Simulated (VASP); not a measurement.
Wanted: the native input for a VASP 6.6.1 run.

```yaml
Task: single point
Functional: PBE
Potentials_or_basis: VASP PAW PBE potentials, release 64 (Cd, F)
Cutoff: 520 eV
k_mesh: 6 × 6 × 2
Occupations: gaussian, width 0.1 eV
Spin: no spin polarisation
Dipole_correction: no
Further_INCAR_settings: ALGO = Normal; EDIFF = 1e-06; NBANDS = 35
```

The structure of CdF2 lies in POSCAR:

```
CdF2
1.0
    3.3504822141      0.0000000000      0.0000000000
   -1.6752411070      2.9016027123      0.0000000000
    0.0000000000      0.0000000000     10.1361882717
Cd F
2 4
Direct
    0.3333333333      0.6666666667      0.2500000000
    0.6666666667      0.3333333333      0.7500000000
    0.3333333333      0.6666666667      0.6270444664
    0.6666666667      0.3333333333      0.1270444664
    0.3333333333      0.6666666667      0.8729555336
    0.6666666667      0.3333333333      0.3729555336
```

One way to write it, as run:

INCAR

```
  PREC = Accurate
  ENCUT = 520
  EDIFF = 1E-6
  ISMEAR = 0
  SIGMA = 0.1
  LREAL = False
  LASPH = True
  NELM = 100
  ALGO = Normal
  ISIF = 2
  LWAVE = False
  LCHARG = False
  GGA = PE
  NBANDS = 35
```

KPOINTS

```
Automatic mesh
0
Gamma
  6 6 2
```

Potentials or basis: VASP PAW PBE potentials, release 64 (Cd, F).

Run with:

```bash
$ cat potpaw_PBE.64/Cd/POTCAR potpaw_PBE.64/F/POTCAR > POTCAR
$ mpirun -np 1 vasp_std > vasp.out
```

It gave:

```
Pressure               : 0.6 GPa
Largest force          : 0.077 eV/Å
Band gap on the k mesh : 2.43 eV (least direct gap 2.62 eV)
```

Wall time 45 s on 1 thread of Intel(R) Xeon(R) 6975P-C (Granite Rapids), on a shared host, peak memory 0.24 GiB.
